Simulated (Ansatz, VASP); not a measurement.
# One calculation of BP, two programs

```
B P
1.0
     0.00000    2.26850    2.30829
     2.26850    0.00000    2.30829
     2.26850    2.26850    0.00000
B P
1 1
Direct
  0.00000 0.00000 0.00000
  0.25000 0.25000 0.25000
```

Change from the starting cell: strained cell.

Alike in both runs: functional PBE; k mesh 8 × 8 × 8; occupations gaussian, width 0.02 eV; no spin polarisation.

Ansatz relaxed the structure, and its values are those at the end. VASP's run is a single point on that final structure, the one shown.

|  | VASP | Ansatz |
| --- | --- | --- |
| version | VASP 6.6.1 | Ansatz 0.2.0 |
| potentials or method | VASP PAW PBE potentials, release 64 (B, P), cutoff 500 eV | scalar-relativistic, plane waves, PAW |
| valence electrons in the cell | 8 | 8 |

Ansatz gave:

- gap on the k mesh at the Fermi level (eV): 1.16
- least direct gap on the mesh (eV): 3.29
- pressure (GPa): -1.6

Which values does VASP return?

gap on the k mesh at the Fermi level (eV): 1.16; least direct gap on the mesh (eV): 3.29; pressure (GPa): -1.8.

The functional is the same, so the differences come from potentials, cutoffs and numerics. Ansatz's warnings: stress scf threshold loose.
